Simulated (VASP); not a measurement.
# SnO (Pmn2_1) in VASP: a series of runs, part 2 of 2

VASP 6.6.1. The steps go on from the part before.

## 3. Relaxation of cell and atoms, PBEsol, target pressure 6 GPa, at which the enthalpy is minimised

Contents of INCAR:

```
ALGO = Normal
EDIFF = 1E-7
EDIFFG = -0.03
ENCUT = 600
GGA = PS
GGA_COMPAT = False
IBRION = 2
ISIF = 3
ISMEAR = 0
LASPH = True
LCHARG = False
LREAL = False
LWAVE = False
NELM = 120
NELMIN = 4
NSW = 80
PREC = Accurate
PSTRESS = 60.0
SIGMA = 0.01
```

Contents of KPOINTS:

```
k-points
0
Gamma
  6 4 6
```

Contents of POSCAR:

```
SnO
1.0
    3.3550050000      0.0000000000      0.0000000000
    0.0000000000      5.6741040000      0.0000000000
    0.0000000000      0.0000000000      4.2219700000
Sn O
2 2
Direct
    0.0000000000      0.2319090000      0.5131440000
    0.5000000000      0.7680910000      0.0131440000
    0.0000000000      0.8912500000      0.7368570000
    0.5000000000      0.1087500000      0.2368570000
```

Potentials or basis: VASP PAW PBE potentials, release 64 (Sn_d, O).

The run is started by

```bash
$ cat potpaw_PBE.64/Sn_d/POTCAR potpaw_PBE.64/O/POTCAR > POTCAR
$ mpirun -np 1 vasp_std > vasp.out
```

Run time: 33 min. Hardware: 1 thread of Oxide Virtual Turin-like, shared host; peak memory 0.26 GiB.

It converged, with:

* Free energy: -23.6870 eV
* Relaxed volume: 15.43 Å³/atom
* Relaxed cell: a = 3.256 Å, b = 5.485 Å, c = 3.457 Å, α = 90.00°, β = 90.00°, γ = 90.00°
* Space group after relaxing (to 0.1 Å): Pmn2_1 (No. 31)
* Energy change on relaxing (the run minimises the enthalpy): +28.5 meV/atom
* Ionic steps: 18
* Pressure after relaxing: 6.2 GPa
* Largest force after relaxing: 0.015 eV/Å
* Band gap on the k mesh: 0.79 eV (least direct gap 1.34 eV)

Forces in eV/Å, atoms in the order of the input:
```
Sn   0.000  0.003  0.010
Sn   0.000 -0.003  0.010
O    0.000 -0.011 -0.010
O    0.000  0.011 -0.010
```

Stress tensor (GPa, compression positive):
```
6.31 0.00 0.00
0.00 6.30 0.00
0.00 0.00 5.95
```

Step by step:
```tsv
step	energy change (eV)	largest force (eV/Å)	pressure (GPa)	volume (Å³)
1	0.0000	0.3519	-2.93	80.37
2	0.4408	2.8900	16.14	68.04
3	0.0420	1.1520	5.30	73.65
4	0.0303	0.7943	5.45	70.85
5	0.1737	0.5961	6.75	64.58
6	0.1240	0.5032	6.38	65.78
7	0.0924	0.3430	4.94	65.34
8	0.0929	0.5055	3.59	64.83
9	0.1351	0.2142	6.44	63.18
10	0.1365	0.2118	6.52	63.14
11	0.1302	0.2008	6.47	63.07
12	0.1153	0.1850	6.36	62.84
13	0.1105	0.3468	6.44	62.32
14	0.0838	0.1429	4.49	62.75
15	0.0853	0.1202	4.67	62.71
16	0.1169	0.1227	6.49	61.73
17	0.1078	0.0715	6.03	61.96
18	0.1140	0.0149	6.19	61.74
```

Final structure:
```yaml
crystal:
  lattice:
    - [3.25649, 0.00000, 0.00000]
    - [0.00000, 5.48466, 0.00000]
    - [0.00000, 0.00000, 3.45668]
  atoms:
    - { symbol: Sn, position: [0.00000, 0.25116, 0.55776] }
    - { symbol: Sn, position: [0.50000, 0.74884, 0.05776] }
    - { symbol: O, position: [0.00000, 0.87167, 0.69224] }
    - { symbol: O, position: [0.50000, 0.12833, 0.19224] }
```

Levels at points of the mesh, in eV from the valence-band top:
| k point | band 18 | band 19 | band 20 | band 21 | band 22 | band 23 |
| --- | --- | --- | --- | --- | --- | --- |
| (0.00, 0.00, 0.00) | -3.00 | -2.74 | 0.00 | 3.19 | 4.31 | 6.80 |
| (0.50, 0.00, 0.00) | -3.25 | -1.43 | -1.43 | 2.29 | 2.29 | 6.12 |
| (0.00, 0.50, 0.00) | -3.07 | -2.56 | -2.07 | 3.06 | 5.13 | 5.76 |
| (0.50, 0.50, 0.00) | -3.15 | -1.76 | -1.76 | 2.10 | 2.10 | 6.26 |
| (0.00, 0.00, 0.50) | -3.48 | -1.42 | -1.42 | 2.23 | 2.23 | 6.15 |
| (0.50, 0.00, 0.50) | -4.37 | -2.05 | -2.05 | 1.72 | 1.72 | 4.83 |
| (0.00, 0.50, 0.50) | -3.47 | -1.91 | -1.91 | 2.07 | 2.07 | 6.05 |
| (0.50, 0.50, 0.50) | -4.78 | -0.83 | -0.83 | 1.87 | 1.87 | 4.19 |

Caveat: the cell is relaxed towards a set pressure, so the run minimises the enthalpy, not the energy; the volume moved by over 15 % at a fixed basis, so the end points are rough; semilocal functionals underestimate gaps, and a narrow one can read as zero; the PAW data sets were made with another functional, which shifts forces and pressure a little; spin-orbit coupling is left out, which moves the levels of the heavy elements.

## 4. Relaxation of cell and atoms, PBEsol, target pressure 8 GPa, at which the enthalpy is minimised

Contents of INCAR:

```
SYSTEM = SnO
ALGO = Normal
EDIFF = 1E-7
EDIFFG = -0.03
ENCUT = 600
GGA = PS
GGA_COMPAT = .False.
IBRION = 2
ISIF = 3
ISMEAR = 0
LASPH = .True.
LCHARG = .False.
LREAL = .False.
LWAVE = .False.
NELM = 120
NELMIN = 4
NSW = 80
PREC = Accurate
PSTRESS = 80.0
SIGMA = 0.01
```

Contents of KPOINTS:

```
k-points
0
Gamma
  6 4 6
  0 0 0
```

POSCAR is that of step 3.

The run is started by

```bash
$ cat potpaw_PBE.64/Sn_d/POTCAR potpaw_PBE.64/O/POTCAR > POTCAR
$ mpirun -np 1 vasp_std > vasp.out
```

Run time: 43 min. Hardware: 1 thread of Oxide Virtual Turin-like, shared host; peak memory 0.25 GiB.

It converged, with:

```yaml
Free_energy: -23.6073 eV
Relaxed_volume: 14.97 Å³/atom
Relaxed_cell: a = 3.244 Å, b = 5.465 Å, c = 3.378 Å, α = 90.00°, β = 90.00°, γ = 90.00°
Space_group_after_relaxing_to_0.1_Å: Pmn2_1 (No. 31)
Energy_change_on_relaxing_the_run_minimises_the_enthalpy: +48.4 meV/atom
Ionic_steps: 22
Pressure_after_relaxing: 8.2 GPa
Largest_force_after_relaxing: 0.027 eV/Å
Band_gap_on_the_k_mesh: 0.69 eV (least direct gap 1.26 eV)
```

Forces on the atoms (eV/Å):
```
Sn   0.000  0.023  0.014
Sn   0.000 -0.023  0.014
O    0.000 -0.014 -0.014
O    0.000  0.014 -0.014
```

Stress tensor (GPa, compression positive):
```
8.25 0.00 0.00
0.00 8.19 0.00
0.00 0.00 8.10
```

The path:
```tsv
step	energy change (eV)	largest force (eV/Å)	pressure (GPa)	volume (Å³)
1	0.0000	0.3519	-2.93	80.37
2	0.7487	3.7744	22.34	65.46
3	0.0903	1.4564	7.17	72.38
4	0.0769	0.9683	7.35	68.97
5	0.3032	0.7060	9.29	61.95
6	0.2144	0.5875	8.64	63.54
7	0.1589	0.3755	6.43	63.44
8	0.1482	0.5947	4.76	63.32
9	0.1857	0.3297	7.12	62.01
10	0.2139	0.2541	8.36	61.38
11	0.2083	0.2386	8.39	61.29
12	0.1953	0.2068	8.52	61.03
13	0.1897	0.2771	9.05	60.45
14	0.3032	0.7300	11.86	59.11
15	0.2026	0.3913	9.71	60.16
16	0.1701	0.2821	8.05	60.58
17	0.1508	0.2137	6.81	60.91
18	0.1589	0.1142	7.19	60.66
19	0.1741	0.0792	7.80	60.31
20	0.1811	0.0580	7.94	60.15
21	0.1915	0.0317	8.14	59.93
22	0.1937	0.0275	8.18	59.89
```

Final structure:
```
CELL_PARAMETERS angstrom
3.24425 0.00000 0.00000
0.00000 5.46472 0.00000
0.00000 0.00000 3.37811
ATOMIC_POSITIONS crystal
Sn 0.00000 0.25327 0.56511
Sn 0.50000 0.74673 0.06511
O 0.00000 0.87052 0.68489
O 0.50000 0.12948 0.18489
```

Levels at points of the mesh, in eV from the valence-band top:
| k point | band 17 | band 18 | band 19 | band 20 | band 21 | band 22 | band 23 | band 24 |
| --- | --- | --- | --- | --- | --- | --- | --- | --- |
| (0.00, 0.00, 0.00) | -4.60 | -3.11 | -2.86 | 0.00 | 3.12 | 4.58 | 6.88 | 7.80 |
| (0.50, 0.00, 0.00) | -3.35 | -3.35 | -1.47 | -1.47 | 2.23 | 2.23 | 6.21 | 6.21 |
| (0.00, 0.50, 0.00) | -3.90 | -3.19 | -2.75 | -2.22 | 2.99 | 5.35 | 5.94 | 6.66 |
| (0.50, 0.50, 0.00) | -3.26 | -3.26 | -1.94 | -1.94 | 2.14 | 2.14 | 6.22 | 6.22 |
| (0.00, 0.00, 0.50) | -3.55 | -3.55 | -1.44 | -1.44 | 2.12 | 2.12 | 6.28 | 6.28 |
| (0.50, 0.00, 0.50) | -4.55 | -4.55 | -2.22 | -2.22 | 1.63 | 1.63 | 4.84 | 4.84 |
| (0.00, 0.50, 0.50) | -3.54 | -3.54 | -2.02 | -2.02 | 2.08 | 2.08 | 6.03 | 6.03 |
| (0.50, 0.50, 0.50) | -4.98 | -4.98 | -0.94 | -0.94 | 1.77 | 1.77 | 4.17 | 4.17 |

Caveat: the cell is relaxed towards a set pressure, so the run minimises the enthalpy, not the energy; the volume moved by over 15 % at a fixed basis, so the end points are rough; semilocal functionals underestimate gaps, and a narrow one can read as zero; the PAW data sets were made with another functional, which shifts forces and pressure a little; spin-orbit coupling is left out, which moves the levels of the heavy elements. A k mesh can miss the band edges.

## 5. Summary

| cell | gap on the mesh (eV) | pressure (GPa) | largest force (eV/Å) |
| --- | --- | --- | --- |
| relaxed to 4 GPa | 0.94 | 3.9 | 0.02 |
| relaxed to 6 GPa | 0.79 | 6.2 | 0.01 |
| relaxed to 8 GPa | 0.69 | 8.2 | 0.03 |

Alike in all rows: task relaxation of cell and atoms; level PBEsol; potentials or basis VASP PAW PBE potentials, release 64 (Sn_d, O); no spin polarisation; k mesh 6 × 4 × 6; cutoff (eV) 600; smearing gaussian 0.01 eV.

Caveats: the cell is relaxed towards a set pressure, so the run minimises the enthalpy, not the energy; the volume moved by over 15 % at a fixed basis, so the end points are rough; the PAW data sets were made with another functional, which shifts forces and pressure a little; spin-orbit coupling is left out, which moves the levels of the heavy elements; semilocal functionals underestimate gaps, and a narrow one can read as zero (at least some runs).

Absolute energies hang on the potentials; compare differences alone.
